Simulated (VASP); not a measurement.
# NbTe7 (P-6m2) in VASP: single point with PBE

Aim: the single point of NbTe7 with PBE.

Program: VASP 6.6.1. These are calculated values, not measurements. Logs are shortened: lines on timing, memory, paths and dates and some standing lists are left out, and cuts for length are marked.

### 1 The cell of the first run

It takes space group P-6m2 (No. 187, hexagonal). Conventional cell: a = 9.846 Å, b = 9.846 Å, c = 3.143 Å, α = 90.00°, β = 90.00°, γ = 120.00°. Within 4.0 Å of Nb (site symmetry -6m2) lie 6 Te at 3.06 Å and 2 Nb at 3.14 Å. Te (site symmetry m) has 6 Te at 2.76 to 3.73 Å and 1 Nb at 3.06 Å within 3.8 Å. Te (site symmetry -6m2) has 8 Te at 3.14 to 3.55 Å within 4.1 Å.

The cell was generated, and may not be a known phase.

### 2 Single point, PBE, collinear spin

Contents of INCAR:

```
PREC = Accurate ; ENCUT = 500
EDIFF = 1E-6 ; ISMEAR = 0
SIGMA = 0.1 ; LREAL = F
LASPH = T ; NELM = 200
ALGO = Normal ; ISIF = 2
LWAVE = F ; LCHARG = F
ISPIN = 2 ; MAGMOM = 1 0 0 0 0 0 0 0
LORBIT = 11 ; LMAXMIX = 4
GGA = PE ; NBANDS = 42
GGA_COMPAT = F
```

Contents of KPOINTS:

```
Automatic mesh
0
Gamma
  3 3 6
```

Contents of POSCAR:

```
NbTe7
1.0
    9.8464445529      0.0000000000      0.0000000000
   -4.9232222765      8.5272711198      0.0000000000
    0.0000000000      0.0000000000      3.1427129589
Nb Te
1 7
Direct
    0.6666666667      0.3333333333      0.5000000000
    0.3460316909      0.3131427120      0.5000000000
    0.6868572880      0.0328889789      0.5000000000
    0.9671110211      0.6539683091      0.5000000000
    0.6868572880      0.6539683091      0.5000000000
    0.9671110211      0.3131427120      0.5000000000
    0.3460316909      0.0328889789      0.5000000000
    0.3333333333      0.6666666667      0.5000000000
```

Potentials or basis: VASP PAW PBE potentials, release 64 (Nb_sv, Te).

The run is started by

```bash
$ cat potpaw_PBE.64/Nb_sv/POTCAR potpaw_PBE.64/Te/POTCAR > POTCAR
$ mpirun -np 1 vasp_std > vasp.out
```

OUTCAR:

```text
PREC = Accurate
   ENCUT = 500
   EDIFF = 1E-6
   ISMEAR = 0
   LREAL = F
   LASPH = T
   NELM = 200
   ISIF = 2
   ISPIN = 2
   LORBIT = 11
   GGA = PE

 ion  position               nearest neighbor table
   1  0.667  0.333  0.500-   6 3.06   3 3.06   7 3.06   4 3.06   2 3.06   5 3.06
   2  0.346  0.313  0.500-   7 2.76   1 3.06   5 3.36   8 3.55
   3  0.687  0.033  0.500-   6 2.76   1 3.06   7 3.36   8 3.55
   4  0.967  0.654  0.500-   5 2.76   1 3.06   6 3.36   8 3.55
   5  0.687  0.654  0.500-   4 2.76   1 3.06   2 3.36   8 3.55
   6  0.967  0.313  0.500-   3 2.76   1 3.06   4 3.36   8 3.55
   7  0.346  0.033  0.500-   2 2.76   1 3.06   3 3.36   8 3.55
   8  0.333  0.667  0.500-   4 3.55   7 3.55   6 3.55   3 3.55   5 3.55   2 3.55

  LATTYP: Found a hexagonal cell.
 ALAT       =     9.8464445529
 C/A-ratio  =     0.3191723614

  Lattice vectors:

 A1 = (   9.8464445529,   0.0000000000,   0.0000000000)
 A2 = (  -4.9232222765,   8.5272711198,   0.0000000000)
 A3 = (   0.0000000000,   0.0000000000,   3.1427129589)

Analysis of symmetry for initial positions (statically):
=====================================================================
 Subroutine PRICEL returns:
 Original cell was already a primitive cell.

 Routine SETGRP: Setting up the symmetry group for a
 hexagonal supercell.

 Subroutine GETGRP returns: Found 12 space group operations
 (whereof 12 operations were pure point group operations)
 out of a pool of 24 trial point group operations.

The static configuration has the point symmetry D_3h.

Analysis of symmetry for dynamics (positions and initial velocities):
=====================================================================
 Subroutine PRICEL returns:
 Original cell was already a primitive cell.

 Routine SETGRP: Setting up the symmetry group for a
 hexagonal supercell.

 Subroutine GETGRP returns: Found 12 space group operations
 (whereof 12 operations were pure point group operations)
 out of a pool of 24 trial point group operations.

The dynamic configuration has the point symmetry D_3h.

Analysis of structural, dynamic, and magnetic symmetry:
=====================================================================
 Subroutine PRICEL returns:
 Original cell was already a primitive cell.

 Routine SETGRP: Setting up the symmetry group for a
 hexagonal supercell.

 Subroutine GETGRP returns: Found 12 space group operations
 (whereof 12 operations were pure point group operations)
 out of a pool of 24 trial point group operations.

The overall configuration has the point symmetry D_3h.

 Subroutine INISYM returns: Found 12 space group operations
 (whereof 12 operations are pure point group operations),
 and found     1 'primitive' translations

----------------------------------------------------------------------------------------

                                     Primitive cell

  volume of cell :     263.8726

  direct lattice vectors                    reciprocal lattice vectors
     9.846444553  0.000000000  0.000000000     0.101559501  0.058635406  0.000000000
    -4.923222276  8.527271120  0.000000000     0.000000000  0.117270811  0.000000000
     0.000000000  0.000000000  3.142712959     0.000000000  0.000000000  0.318196416

  length of vectors
     9.846444553  9.846444553  3.142712959     0.117270811  0.117270811  0.318196416

  position of ions in fractional coordinates (direct lattice)
     0.666666667  0.333333333  0.500000000
     0.346031691  0.313142712  0.500000000
     0.686857288  0.032888979  0.500000000
     0.967111021  0.653968309  0.500000000
     0.686857288  0.653968309  0.500000000
     0.967111021  0.313142712  0.500000000
     0.346031691  0.032888979  0.500000000
     0.333333333  0.666666667  0.500000000

  ion indices of the primitive-cell ions
   primitive index   ion index
                 1           1
                 2           2
                 3           3
                 4           4
                 5           5
                 6           6
                 7           7
                 8           8

----------------------------------------------------------------------------------------

 KPOINTS: Automatic mesh

Automatic generation of k-mesh.
 Grid dimensions read from file:
 generate k-points for:    3    3    6

 Generating k-lattice:

  Cartesian coordinates                     Fractional coordinates (reciprocal lattice)
     0.033853167  0.019545135  0.000000000     0.333333333  0.000000000  0.000000000
     0.000000000  0.039090270  0.000000000     0.000000000  0.333333333  0.000000000
     0.000000000  0.000000000  0.053032736     0.000000000  0.000000000  0.166666667

  Length of vectors
     0.039090270  0.039090270  0.053032736

  Shift w.r.t. Gamma in fractional coordinates (k-lattice)
     0.000000000  0.000000000  0.000000000

 Subroutine IBZKPT returns following result:
 ===========================================

 Found     12 irreducible k-points:

 Following reciprocal coordinates:
            Coordinates               Weight
  0.000000  0.000000  0.000000      1.000000
  0.333333  0.000000  0.000000      6.000000
  0.333333  0.333333  0.000000      2.000000
  0.000000  0.000000  0.166667      2.000000
  0.333333  0.000000  0.166667     12.000000
  0.333333  0.333333  0.166667      4.000000
  0.000000  0.000000  0.333333      2.000000
  0.333333  0.000000  0.333333     12.000000
  0.333333  0.333333  0.333333      4.000000
  0.000000  0.000000  0.500000      1.000000
  0.333333  0.000000  0.500000      6.000000
  0.333333  0.333333  0.500000      2.000000
   k-points           NKPTS =     12   k-points in BZ     NKDIM =     12   number of bands    NBANDS=     42
   number of dos      NEDOS =    301   number of ions     NIONS =      8
   total plane-waves  NPLWV = 124416
   dimension x,y,z NGX =    72 NGY =   72 NGZ =   24
   dimension x,y,z NGXF=   144 NGYF=  144 NGZF=   48
   ions per type =               1   7
   NGX,Y,Z   is equivalent  to a cutoff of  12.16, 12.16, 12.70 a.u.
   NGXF,Y,Z  is equivalent  to a cutoff of  24.31, 24.31, 25.39 a.u.
 SYSTEM =  unknown system
   PREC   = accura    normal or accurate (medium, high low for compatibility)
   ISTART =      0    job   : 0-new  1-cont  2-samecut
   ICHARG =      2    charge: 1-file 2-atom 10-const
   ISPIN  =      2    spin polarized calculation?
   LNONCOLLINEAR =      F non collinear calculations
   LSORBIT =      F    spin-orbit coupling
   LASPH  =      T    aspherical Exc in radial PAW
   ENCUT  =  500.0 eV  36.75 Ry    6.06 a.u.  17.95 17.95  5.73*2*pi/ulx,y,z
   NELM   =    200;   NELMIN=  2; NELMDL= -5     # of ELM steps
   EDIFF  = 0.1E-05   stopping-criterion for ELM
   LREAL  =      F    real-space projection
   EDIFFG = 0.1E-04   stopping-criterion for IOM
   NSW    =      0    number of steps for IOM
   IBRION =     -1    ionic relax: 0-MD 1-quasi-New 2-CG
   NFREE  =      0    steps in history (QN), initial steepest desc. (CG)
   ISIF   =      2    stress and relaxation
   ISYM   =      2    0-nonsym 1-usesym 2-fastsym
   POTIM  = 0.5000    time-step for ionic-motion
   TEBEG  =    0.0;   TEEND  =   0.0 temperature during run
   PSTRESS=    0.0 pullay stress
   NELECT =      55.0000    total number of electrons
   NUPDOWN=      -1.0000    fix difference up-down
   EMIN   =  10.00;   EMAX   =-10.00  energy-range for DOS
   EFERMI =   0.00;   METHOD = LEGACY
   ISMEAR =     0;   SIGMA  =   0.10  broadening in eV -4-tet -1-fermi 0-gaus
   EFERMI_NEDOS =   21; number of points for ismear=-14 and -15
   IALGO  =     38    algorithm
   IMIX   =      4    mixing-type and parameters
     AMIX     =   0.40;   BMIX     =  1.00
     AMIX_MAG =   1.60;   BMIX_MAG =  1.00
  volume/ion in A,a.u.               =      32.98       222.59
  Fermi-wavevector in a.u.,A,eV,Ry     =   0.970654  1.834270 12.818982  0.942169
  Thomas-Fermi vector in A             =   2.100807
   LORBIT       =     11    0 simple, 1 ext, 2 COOP (PROOUT), +10 PAW based schemes
   GGA     = PE    functional components
   LHFCALC =     F    Hartree Fock is set to
   AEXX    =    0.0000 exact exchange contribution
   IVDW    =     0    specifies the selected vdW correction
   LEPSILON=     F    determine dielectric tensor
   LRPA    =     F    only Hartree local field effects (RPA)
 spin polarized calculation
 Gauss-broadening in eV      SIGMA  =   0.10
  energy-cutoff  :      500.00
  volume of cell :      263.87
 maximum number of plane-waves:      6726
 NGX is ok and might be reduce to    72
   NGX = 35   NGY = 35   NGZ = 11

 number of electron      54.9999996 magnetization       0.0094914

 number of electron      54.9999997 magnetization      -0.3074004

 Free energy of the ion-electron system (eV)
  ---------------------------------------------------
  ext. energy  EPLUGINS =         0.00000000
  ---------------------------------------------------
  free energy    TOTEN  =       -30.81479464 eV

  energy without entropy =      -30.77910026  energy(sigma->0) =      -30.79694745

 E-fermi :   6.3357     XC(G=0):  -9.0806

 val. band max:        6.3327037543   @ k =   0.3333   0.0000   0.3333
 cond. band min:       6.3363555404   @ k =   0.3333   0.3333   0.1667
 fundamental gap:      0.0036517861
 Fermi energy:         6.3356582982

 spin component 1

 k-point     1 :       0.0000    0.0000    0.0000
  band No.  band energies     occupation
      1     -48.9654      1.00000
      2     -25.1137      1.00000
      3     -25.1137      1.00000
      4     -24.5684      1.00000
      5      -7.6585      1.00000
      6      -7.0462      1.00000
[... 31 lines left out ...]
     38       9.5447      0.00000
     39      10.0055      0.00000
[... 460 lines left out ...]
     38       9.2625      0.00000
     39       9.3526      0.00000
 Fermi energy:         6.3356582982

 spin component 2

 k-point     1 :       0.0000    0.0000    0.0000
  band No.  band energies     occupation
      1     -49.1193      1.00000
      2     -25.2691      1.00000
      3     -25.2691      1.00000
      4     -24.7896      1.00000
      5      -7.6567      1.00000
      6      -7.0431      1.00000
[... 31 lines left out ...]
     38       9.5447      0.00000
     39      10.0078      0.00000
[... 460 lines left out ...]
     38       9.2281      0.00000
     39       9.3043      0.00000
 [bands above 39 left out]

------------------------ aborting loop because EDIFF is reached ----------------------------------------

  FORCE on cell =-STRESS in cart. coord.  units (eV):
  Direction    XX          YY          ZZ          XY          YZ          ZX
  --------------------------------------------------------------------------------------
  -------------------------------------------------------------------------------------
  Total        0.0099472      0.0099472      0.3644938     -0.0000000      0.0000000      0.0000000
  in kB        0.0603971      0.0603971      2.2131279     -0.0000000      0.0000000      0.0000000
  external PRESSURE =       0.7779740 kB  Pullay stress =       0.0000000 kB

 VOLUME and BASIS-vectors are now :
 -----------------------------------------------------------------------------
  energy-cutoff  :      500.00
  volume of cell :      263.87
      direct lattice vectors                 reciprocal lattice vectors
     9.846444553  0.000000000  0.000000000     0.101559501  0.058635406  0.000000000
    -4.923222276  8.527271120  0.000000000     0.000000000  0.117270811  0.000000000
     0.000000000  0.000000000  3.142712959     0.000000000  0.000000000  0.318196416

 POSITION                                       TOTAL-FORCE (eV/Angst)
 -----------------------------------------------------------------------------------
      4.92322      2.84242      1.57136         0.000000     -0.000000     -0.000000
      1.86551      2.67025      1.57136         0.008163      0.008470     -0.000000
      6.60118      0.28045      1.57136        -0.011417      0.002834      0.000000
      6.30297      5.57657      1.57136         0.003254     -0.011304     -0.000000
      3.54347      5.57657      1.57136        -0.003254     -0.011304     -0.000000
      7.98093      2.67025      1.57136        -0.008163      0.008470     -0.000000
      3.24526      0.28045      1.57136         0.011417      0.002834      0.000000
     -0.00000      5.68485      1.57136        -0.000000     -0.000000     -0.000000
 -----------------------------------------------------------------------------------
    total drift:                               -0.000001      0.000000      0.000000

  FREE ENERGIE OF THE ION-ELECTRON SYSTEM (eV)
  ---------------------------------------------------
  free  energy   TOTEN  =       -30.8147946448 eV

  energy  without entropy=      -30.7791002610  energy(sigma->0) =      -30.79694745

 total charge

# of ion       s       p       d       tot
------------------------------------------
    1        2.136   5.930   2.453  10.519
    2        1.432   1.827   0.054   3.312
    3        1.432   1.827   0.054   3.312
    4        1.432   1.827   0.054   3.312
    5        1.432   1.827   0.054   3.312
    6        1.432   1.827   0.054   3.312
    7        1.432   1.827   0.054   3.312
    8        1.411   1.845   0.025   3.281
--------------------------------------------------
tot         12.136  18.736   2.801  33.673

 magnetization (x)

# of ion       s       p       d       tot
------------------------------------------
    1       -0.003  -0.002  -0.227  -0.231
    2        0.000   0.004  -0.000   0.004
    3        0.000   0.004  -0.000   0.004
    4        0.000   0.004  -0.000   0.004
    5        0.000   0.004  -0.000   0.004
    6        0.000   0.004  -0.000   0.004
    7        0.000   0.004  -0.000   0.004
    8       -0.000  -0.002  -0.000  -0.003
--------------------------------------------------
tot         -0.002   0.020  -0.228  -0.209
```

It took 4.9 min on 1 thread of Oxide Virtual Turin-like, shared host; peak memory 0.49 GiB.

What came out:

```yaml
Free_energy: -30.8148 eV
Pressure: 0.1 GPa
Largest_force: 0.012 eV/Å
Net_moment: -0.31 μB per cell
Site_moments: Nb -0.23; Te +0.00, -0.00 (each value once) μB
Valence_electrons_inside_the_program's_atomic_spheres: Nb 10.52; Te 3.31, 3.28 (each value once)
```

Forces on the atoms (eV/Å):
```
Nb   0.000  0.000  0.000
Te   0.008  0.008  0.000
Te  -0.011  0.003  0.000
Te   0.003 -0.011  0.000
Te  -0.003 -0.011  0.000
Te  -0.008  0.008  0.000
Te   0.011  0.003  0.000
Te   0.000  0.000  0.000
```

Levels at points of the mesh, in eV from the Fermi level:
Spin up:
| k point | band 24 | band 25 | band 26 | band 27 | band 28 | band 29 | band 30 | band 31 |
| --- | --- | --- | --- | --- | --- | --- | --- | --- |
| (0.00, 0.00, 0.00) | 0.80 | 0.80 | 1.09 | 1.09 | 1.28 | 1.50 | 1.52 | 1.75 |
| (0.00, 0.00, 0.50) | -1.96 | -1.71 | -1.71 | -1.11 | -1.11 | -0.62 | -0.62 | 1.33 |
Spin down:
| k point | band 25 | band 26 | band 27 | band 28 | band 29 | band 30 | band 31 | band 32 |
| --- | --- | --- | --- | --- | --- | --- | --- | --- |
| (0.00, 0.00, 0.00) | 0.71 | 0.91 | 0.91 | 1.28 | 1.44 | 1.52 | 1.73 | 1.73 |
| (0.00, 0.00, 0.50) | -1.71 | -1.71 | -1.12 | -1.12 | -0.90 | -0.90 | 1.23 | 1.54 |

Caveat: spin-orbit coupling is left out, which moves the levels of the heavy elements; this functional lacks dispersion, which binds layers or chains, so the pressure and a relaxed spacing across them are unreliable.
